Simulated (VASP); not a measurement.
## Sb: relaxation of cell and atoms with PBE

Sb:

```
Sb
1.0
     3.14516    0.00000    0.00000
     0.00000    3.14516    0.00000
     0.00000    0.00000    5.91943
Sb
2
Direct
  0.00000 0.00000 0.70297
  0.00000 0.00000 0.29703
```

```
Program                : VASP 6.6.1
Task                   : relaxation of cell and atoms
Functional             : PBE
Potentials or basis    : VASP PAW PBE potentials, release 64 (Sb)
Cutoff                 : 600 eV
k mesh                 : 6 × 6 × 4
Occupations            : gaussian, width 0.1 eV
Spin                   : no spin polarisation
Dipole correction      : no
Further INCAR settings : ALGO = Normal; EDIFF = 1e-06; IBRION = 2; EDIFFG = -0.04; NSW = 90; ISIF = 3
```

| Quantity | Value |
| --- | --- |
| Relaxed volume | 30.53 Å³/atom |
| Relaxed cell | a = 3.087 Å, b = 3.087 Å, c = 6.406 Å, α = 90.00°, β = 90.00°, γ = 90.00° |
| Space group after relaxing (to 0.05 Å) | P4/mmm (No. 123) |
| Energy gained by relaxing | 726.8 meV/atom |
| Ionic steps | 24 |
| Pressure after relaxing | -0.1 GPa |
| Largest force after relaxing | 0.034 eV/Å |
| Band gap on the k mesh | zero (band 5 reaches 11.09 eV, above the bottom of band 6 at 4.17 eV) |

Forces on the atoms (eV/Å):
```
Sb   0.000  0.000  0.034
Sb   0.000  0.000 -0.034
```

Step by step:
```
step  energy change (eV)  largest force (eV/Å)  pressure (GPa)  volume (Å³)
   1              0.0000                6.4910           14.91        58.56
   2             -0.6597                0.1047           -5.09        81.78
   3             -0.7437                0.0435           -5.15        79.45
   4             -0.8372                0.0368           -5.17        77.27
   5             -1.3257                0.1666           -3.28        67.89
   6             -1.3051                0.8922            0.46        63.22
   7             -1.3716                0.1670           -1.98        65.93
   8             -1.3719                0.2241           -1.78        65.69
   9             -1.3903                0.2335            0.29        62.82
  10             -1.3908                0.2213            0.02        63.19
  11             -1.3976                0.2513            0.13        62.67
  12             -1.4138                0.3999            0.49        61.13
  13             -1.3767                0.2515            2.37        58.05
  14             -1.4136                0.3932            0.72        60.60
  15             -1.4162                0.3869            0.70        60.51
  16             -1.4239                0.3913            0.69        60.24
  17             -1.4359                0.2377            0.93        59.70
  18             -1.4178                0.2305            1.80        58.64
  19             -1.4368                0.1427            1.06        59.50
  20             -1.4438                0.1128            0.83        59.81
  21             -1.4532                0.0589            0.18        60.74
  22             -1.4533                0.0545            0.13        60.81
  23             -1.4535                0.0463            0.04        60.91
  24             -1.4536                0.0342           -0.11        61.05
```

Final structure:
```cif
data_structure
_symmetry_space_group_name_H-M 'P 1'
_symmetry_Int_Tables_number 1
_cell_length_a 3.0872
_cell_length_b 3.0872
_cell_length_c 6.4061
_cell_angle_alpha 90.000
_cell_angle_beta 90.000
_cell_angle_gamma 90.000
_cell_volume 61.05
loop_
_atom_site_label
_atom_site_type_symbol
_atom_site_fract_x
_atom_site_fract_y
_atom_site_fract_z
_atom_site_occupancy
Sb1 Sb 0.00000 0.00000 0.74916 1
Sb2 Sb 0.00000 0.00000 0.25084 1
```

Levels at points of the mesh, in eV from the Fermi level:
| k point | band 2 | band 3 | band 4 | band 5 | band 6 | band 7 | band 8 | band 9 |
| --- | --- | --- | --- | --- | --- | --- | --- | --- |
| (0.00, 0.00, 0.00) | -10.36 | -5.52 | 2.38 | 3.37 | 3.37 | 5.06 | 5.06 | 6.35 |
| (0.50, 0.00, 0.00) | -7.74 | -5.64 | -3.90 | -3.38 | 2.07 | 4.43 | 5.44 | 7.15 |
| (0.50, 0.50, 0.00) | -4.82 | -3.56 | -3.56 | -1.94 | -1.94 | -1.36 | 2.13 | 4.48 |
| (0.00, 0.00, 0.50) | -11.60 | -2.38 | -2.33 | 4.06 | 4.06 | 4.10 | 4.10 | 7.57 |
| (0.50, 0.00, 0.50) | -9.08 | -4.94 | -4.91 | -0.14 | -0.08 | 4.78 | 4.79 | 6.15 |
| (0.50, 0.50, 0.50) | -6.37 | -2.89 | -2.89 | -2.86 | -2.86 | 2.11 | 2.19 | 2.93 |

Wall time 2.6 min on 1 thread of Intel(R) Xeon(R) Platinum 8488C (Sapphire Rapids) (shared host), peak memory 0.21 GiB.

Caveat: spin-orbit coupling is left out, which moves the levels of the heavy elements.
